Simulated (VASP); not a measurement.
A run of VASP 6.6.1:

Contents of INCAR:

```
SYSTEM = O
ALGO     = Normal         ! electronic algorithm
EDIFF    = 1E-6           ! SCF threshold, eV
ENCUT    = 600            ! plane-wave cutoff, eV
GGA      = PE             ! functional
GGA_COMPAT= .FALSE.      
ISIF     = 2              ! what is computed and relaxed
ISMEAR   = -1             ! smearing method
LASPH    = .TRUE.         ! aspherical terms in the spheres
LCHARG   = .FALSE.        ! write CHGCAR
LREAL    = .FALSE.        ! projectors in reciprocal space
LWAVE    = .FALSE.        ! write WAVECAR
NBANDS   = 13             ! bands
NELM     = 120            ! most SCF steps
PREC     = Accurate       ! precision mode
SIGMA    = 0.01           ! smearing width, eV
```

Contents of KPOINTS:

```
k-points
0
G
  6 6 4
  0 0 0
```

Contents of POSCAR:

```
O
1.0
    2.7015000000     -1.7145000000      0.0000000000
    2.7015000000      1.7145000000      0.0000000000
   -1.9649900000      0.0000000000      3.7479900000
O
2
Direct
    0.0640000000      0.0640000000      0.1530000000
    0.9360000000      0.9360000000      0.8470000000
```

Potentials or basis: VASP PAW PBE potentials, release 64 (O).

Command:

```sh
$ cat potpaw_PBE.64/O/POTCAR > POTCAR
$ mpirun -np 1 vasp_std > vasp.out
```

Hardware: 1 thread of Intel(R) Xeon(R) 6975P-C (Granite Rapids), with other jobs on the host.

**Question.** How long does it take, and how much memory?

**Answer.** Run time: 12 s on 1 thread of Intel(R) Xeon(R) 6975P-C (Granite Rapids), on a shared host, peak memory 0.16 GiB. Counts: scf iterations 12, k points 47.
